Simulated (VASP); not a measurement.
## B: single point with PBE

Crystal: B.

```
B
1.0
     1.75393    0.00000    0.00000
    -0.87697    1.51895    0.00000
     0.00000    0.00000    3.79993
B
1
Direct
  0.00000 0.00000 0.00000
```

This cell differs from its parent crystal: strained.

```yaml
Program: VASP 6.6.1
Task: single point
Functional: PBE
Potentials_or_basis: VASP PAW PBE potentials, release 64 (B)
Cutoff: 520 eV
k_mesh: 27 × 27 × 12
Occupations: gaussian, width 0.1 eV
Spin: no spin polarisation
```

| Property | Result |
| --- | --- |
| Pressure | -11.5 GPa |

Stress tensor (GPa, compression positive):
```
-17.43   0.00   0.00
  0.00 -17.43   0.00
  0.00   0.00   0.45
```

Levels at points of the mesh, in eV from the Fermi level:
```tsv
k point	band 1	band 2	band 3	band 4	band 5
(0.00, 0.00, 0.00)	-16.56	-6.36	2.45	22.91	22.91
(0.00, 0.00, 0.50)	-16.32	-7.93	8.42	12.69	22.92
```

It took 23 s on 1 thread of AMD EPYC 7R13 Processor (Zen 3), with other jobs on the host, peak memory 0.11 GiB.

Caveat: the cell differs from its parent crystal (strained).
